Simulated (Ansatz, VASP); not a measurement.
Two plane-wave programs on Ir

```xyz
2
Lattice="2.7074 0.0000 0.0000 -1.3537 2.3447 0.0000 0.0000 0.0000 4.4490" Properties=species:S:1:pos:R:3 pbc="T T T"
Ir    1.3537    0.7816    3.3367
Ir    0.0000    1.5631    1.1122
```

Alike in both runs: functional PBEsol; k mesh 10 × 10 × 5; occupations gaussian, width 0.15 eV; no spin polarisation.

Ansatz relaxed the structure, and its values are those at the end. VASP's run is a single point on that final structure, the one shown.

```csv
,VASP,Ansatz
version,VASP 6.6.1,Ansatz 0.2.0
potentials or method,"VASP PAW PBE potentials, release 64 (Ir), cutoff 520 eV","plane waves, PAW"
valence electrons in the cell,18,34
```

VASP gave:

```
gap on the k mesh at the Fermi level (eV) : none
pressure (GPa)                            : 1.0
```

**Question.** Estimate Ansatz's values.

**Answer.** gap on the k mesh at the Fermi level (eV): none; pressure (GPa): 0.0.

VASP's potentials were made for PBE, not for PBEsol. A gap of «none» marks a metal or a gap that the smearing closes. VASP's potentials hold 18 valence electrons a cell and Ansatz's 34, so a difference there can come from the potentials and not from the codes. Ansatz's warnings: stress scf threshold loose.

Neither program's run includes spin-orbit coupling.
